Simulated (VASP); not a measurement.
# Mo2Se5 (P2_1/m) in VASP: single point with PBE

Aim: the single point of Mo2Se5 with PBE.

Everything below comes from runs of VASP 6.6.1. Logs are shortened: lines on timing, memory, paths and dates and some standing lists are left out, and cuts for length are marked.

## 1. The cell of the first run

Symmetry: P2_1/m, No. 11, monoclinic system. Conventional cell: a = 5.762 Å, b = 3.332 Å, c = 18.541 Å, α = 90.00°, β = 91.35°, γ = 90.00°. Within 3.4 Å of Mo (site symmetry m) lie 6 Se at 2.54 Å and 6 Mo at 3.33 Å. Mo (site symmetry m) has 6 Se at 2.54 Å and 6 Mo at 3.33 Å within 3.4 Å. Se (site symmetry m) has 3 Mo at 2.54 Å and 7 Se at 3.33 Å within 3.4 Å. Within 3.4 Å of Se (site symmetry m) lie 3 Mo at 2.54 Å and 7 Se at 3.33 Å. Within 3.4 Å of Se (site symmetry m) lie 3 Mo at 2.54 Å and 7 Se at 3.33 Å. Within 3.4 Å of Se (site symmetry m) lie 3 Mo at 2.54 Å and 7 Se at 3.33 Å. Within 3.2 Å of Se (site symmetry m) lie 2 Se at 2.39 Å.

## 2. Single point, PBE, collinear spin

INCAR

```
PREC = Accurate ; ENCUT = 520
EDIFF = 1E-7 ; ISMEAR = 0
SIGMA = 0.15 ; LREAL = False
LASPH = True ; NELM = 150
ALGO = Normal ; ISIF = 2
LWAVE = False ; LCHARG = False
ISPIN = 2 ; MAGMOM = 1 1 1 1 0 0 0 0 0 0 0 0 0 0
LORBIT = 11 ; LMAXMIX = 4
GGA = PE ; NBANDS = 75
```

KPOINTS

```
regular mesh
0
Gamma
  2 4 1
```

POSCAR

```
Mo2Se5
1.0
    5.7611816448      0.0000000000      0.0717478670
    0.0000000000      3.3318854302      0.0000000000
    0.2071329726      0.0000000000     18.5395425294
Mo Se
4 10
Direct
    0.3968800375      0.2500000000      0.6928926194
    0.8970579977      0.7500000000      0.6930217243
    0.1029420023      0.2500000000      0.3069782757
    0.6031199625      0.7500000000      0.3071073806
    0.5565788022      0.7500000000      0.7827740329
    0.5704014369      0.7500000000      0.6030209279
    0.0702888775      0.2500000000      0.6030400762
    0.0566421687      0.2500000000      0.7829441638
    0.1222220188      0.2500000000      0.0255351895
    0.8777779812      0.7500000000     -0.0255351895
    0.9433578313      0.7500000000      0.2170558362
    0.9297111225      0.7500000000      0.3969599238
    0.4295985631      0.2500000000      0.3969790721
    0.4434211978      0.2500000000      0.2172259671
```

Potentials or basis: VASP PAW PBE potentials, release 64 (Mo_sv, Se).

Run with:

```sh
cat potpaw_PBE.64/Mo_sv/POTCAR potpaw_PBE.64/Se/POTCAR > POTCAR
mpirun -np 1 vasp_std > vasp.out
```

OUTCAR:

```text
PREC = Accurate
   ENCUT = 520
   EDIFF = 1E-7
   ISMEAR = 0
   LREAL = False
   LASPH = True
   NELM = 150
   ISIF = 2
   ISPIN = 2
   LORBIT = 11
   GGA = PE

 ion  position               nearest neighbor table
   1  0.397  0.250  0.693-   7 2.54   5 2.54   5 2.54   6 2.54   6 2.54   8 2.54   2 3.33   2 3.33
                             2 3.33   2 3.33
   2  0.897  0.750  0.693-   5 2.54   8 2.54   8 2.54   6 2.54   7 2.54   7 2.54   1 3.33   1 3.33
                             1 3.33   1 3.33
   3  0.103  0.250  0.307-  14 2.54  11 2.54  11 2.54  13 2.54  12 2.54  12 2.54   4 3.33   4 3.33
                             4 3.33   4 3.33
   4  0.603  0.750  0.307-  12 2.54  14 2.54  14 2.54  13 2.54  13 2.54  11 2.54   3 3.33   3 3.33
                             3 3.33   3 3.33
   5  0.557  0.750  0.783-   2 2.54   1 2.54   1 2.54
   6  0.570  0.750  0.603-   1 2.54   1 2.54   2 2.54
   7  0.070  0.250  0.603-   1 2.54   2 2.54   2 2.54
   8  0.057  0.250  0.783-   2 2.54   2 2.54   1 2.54
   9  0.122  0.250  0.026-  10 2.39  10 2.39
  10  0.878  0.750  0.974-   9 2.39   9 2.39
  11  0.943  0.750  0.217-   3 2.54   3 2.54   4 2.54
  12  0.930  0.750  0.397-   4 2.54   3 2.54   3 2.54
  13  0.430  0.250  0.397-   4 2.54   4 2.54   3 2.54
  14  0.443  0.250  0.217-   3 2.54   4 2.54   4 2.54

  LATTYP: Found a simple monoclinic cell.
 ALAT       =     5.7616283897
 B/A-ratio  =     0.5782888456
 C/A-ratio  =     3.2179617177
 COS(beta)  =    -0.0236228623

  Lattice vectors:

 A1 = (   5.7611816448,   0.0000000000,   0.0717478670)
 A2 = (   0.0000000000,  -3.3318854302,   0.0000000000)
 A3 = (  -0.2071329726,   0.0000000000, -18.5395425294)

Analysis of symmetry for initial positions (statically):
=====================================================================
 Subroutine PRICEL returns:
 Original cell was already a primitive cell.

 Routine SETGRP: Setting up the symmetry group for a
 simple monoclinic supercell.

 Subroutine GETGRP returns: Found  4 space group operations
 (whereof  2 operations were pure point group operations)
 out of a pool of  4 trial point group operations.

The static configuration has the point symmetry S_2 .
 The point group associated with its full space group is C_2h.

Analysis of symmetry for dynamics (positions and initial velocities):
[... 194 lines left out ...]
      1     -57.2004      1.00000
      2     -57.2004      1.00000
      3     -57.1772      1.00000
      4     -57.1771      1.00000
      5     -31.4305      1.00000
      6     -31.4305      1.00000
[... 427 lines left out ...]
     69       6.9886      0.00000
     70       6.9886      0.00000
 Fermi energy:         4.2091226450

 spin component 2

 k-point     1 :       0.0000    0.0000    0.0000
  band No.  band energies     occupation
      1     -57.2004      1.00000
      2     -57.2004      1.00000
      3     -57.1772      1.00000
      4     -57.1771      1.00000
      5     -31.4305      1.00000
      6     -31.4305      1.00000
[... 427 lines left out ...]
     69       6.9886      0.00000
     70       6.9886      0.00000
 [bands above 70 left out]

------------------------ aborting loop because EDIFF is reached ----------------------------------------

  FORCE on cell =-STRESS in cart. coord.  units (eV):
  Direction    XX          YY          ZZ          XY          YZ          ZX
  --------------------------------------------------------------------------------------
  -------------------------------------------------------------------------------------
  Total        0.6054039      0.7031618      0.6969597      0.0000000      0.0000000     -0.0630830
  in kB        2.7259357      3.1661072      3.1381815      0.0000000      0.0000000     -0.2840419
  external PRESSURE =       3.0100748 kB  Pullay stress =       0.0000000 kB

 VOLUME and BASIS-vectors are now :
 -----------------------------------------------------------------------------
  energy-cutoff  :      520.00
  volume of cell :      355.83
      direct lattice vectors                 reciprocal lattice vectors
     5.761181645  0.000000000  0.071747867     0.173599657  0.000000000 -0.001939542
     0.000000000  3.331885430  0.000000000     0.000000000  0.300130368  0.000000000
     0.207132973  0.000000000 18.539542529    -0.000671829  0.000000000  0.053946270

 POSITION                                       TOTAL-FORCE (eV/Angst)
 -----------------------------------------------------------------------------------
      2.43002      0.83297     12.87439         0.002125      0.000000      0.003687
      5.31166      2.49891     12.91267         0.028782     -0.000000     -0.010886
      0.65665      0.83297      5.69862        -0.028782      0.000000      0.010886
      3.53830      2.49891      5.73690        -0.002125     -0.000000     -0.003687
      3.36869      2.49891     14.55221         0.002506     -0.000000      0.070010
      3.41109      2.49891     11.22066        -0.004937     -0.000000     -0.039038
      0.52986      0.83297     11.18513        -0.008310      0.000000     -0.043467
      0.48850      0.83297     14.51949        -0.011001      0.000000      0.046081
      0.70943      0.83297      0.48218        -0.005627     -0.000000     -0.029116
      5.25888      2.49891     18.12911         0.005627     -0.000000      0.029116
      5.47982      2.49891      4.09180         0.011001     -0.000000     -0.046081
      5.43846      2.49891      7.42616         0.008310     -0.000000      0.043467
      2.55722      0.83297      7.39063         0.004937     -0.000000      0.039038
      2.59962      0.83297      4.05908        -0.002506      0.000000     -0.070010
 -----------------------------------------------------------------------------------
    total drift:                               -0.000000      0.000000     -0.000000

  FREE ENERGIE OF THE ION-ELECTRON SYSTEM (eV)
  ---------------------------------------------------
  free  energy   TOTEN  =       -86.0220073349 eV

  energy  without entropy=      -86.0191234526  energy(sigma->0) =      -86.02056539

 total charge

# of ion       s       p       d       tot
------------------------------------------
    1        2.266   6.179   3.915  12.360
    2        2.266   6.179   3.916  12.361
    3        2.266   6.179   3.916  12.361
    4        2.266   6.179   3.915  12.360
    5        1.476   2.326   0.059   3.862
    6        1.478   2.323   0.059   3.860
    7        1.478   2.323   0.059   3.860
    8        1.479   2.318   0.060   3.858
    9        1.496   2.197   0.049   3.742
   10        1.496   2.197   0.049   3.742
   11        1.479   2.318   0.060   3.858
   12        1.478   2.323   0.059   3.860
   13        1.478   2.323   0.059   3.860
   14        1.476   2.326   0.059   3.862
--------------------------------------------------
tot         23.878  47.692  16.235  87.806

 magnetization (x)

# of ion       s       p       d       tot
------------------------------------------
    1       -0.000  -0.000   0.000   0.000
    2       -0.000  -0.000  -0.000  -0.000
    3       -0.000  -0.000  -0.000  -0.000
    4       -0.000  -0.000   0.000   0.000
    5        0.000  -0.000   0.000  -0.000
    6       -0.000   0.000  -0.000   0.000
    7       -0.000   0.000  -0.000   0.000
    8        0.000  -0.000   0.000  -0.000
    9        0.000   0.000   0.000   0.000
   10        0.000   0.000   0.000   0.000
   11        0.000  -0.000   0.000  -0.000
   12       -0.000   0.000  -0.000   0.000
   13       -0.000   0.000  -0.000   0.000
   14        0.000  -0.000   0.000  -0.000
--------------------------------------------------
tot          0.000   0.000   0.000   0.000
```

stdout:

```text
POSCAR found type information on POSCAR MoSe
 POSCAR found :  2 types and      14 ions
 scaLAPACK will be used
 LDA part: xc-table for (Slater+PW92), standard interpolation
 POSCAR, INCAR and KPOINTS ok, starting setup
 FFT: planning ... GRIDC
 FFT: planning ... GRID_SOFT
 FFT: planning ... GRID
 WAVECAR not read
 entering main loop
```

Run time: 15 min. Hardware: 1 thread of Intel Xeon 8259CL, shared host; peak memory 0.69 GiB.

Results:

```
Free energy                                           : -86.0220 eV
Pressure                                              : 0.3 GPa
Largest force                                         : 0.070 eV/Å
Band gap on the k mesh                                : 0.47 eV (least direct gap 0.49 eV)
Net moment                                            : 0.00 μB per cell
Valence electrons inside the program's atomic spheres : Mo 12.36; Se 3.86, 3.74 (each value once)
```

Forces on the atoms (eV/Å):
```
Mo   0.002  0.000  0.004
Mo   0.029  0.000 -0.011
Mo  -0.029  0.000  0.011
Mo  -0.002  0.000 -0.004
Se   0.003  0.000  0.070
Se  -0.005  0.000 -0.039
Se  -0.008  0.000 -0.043
Se  -0.011  0.000  0.046
Se  -0.006  0.000 -0.029
Se   0.006  0.000  0.029
Se   0.011  0.000 -0.046
Se   0.008  0.000  0.043
Se   0.005  0.000  0.039
Se  -0.003  0.000 -0.070
```

Caveat: the k points lie up to 0.55 Å⁻¹ apart; semilocal functionals underestimate gaps, and a narrow one can read as zero; this functional lacks dispersion, which binds layers or chains, so the pressure and a relaxed spacing across them are unreliable. A k mesh can miss the band edges.
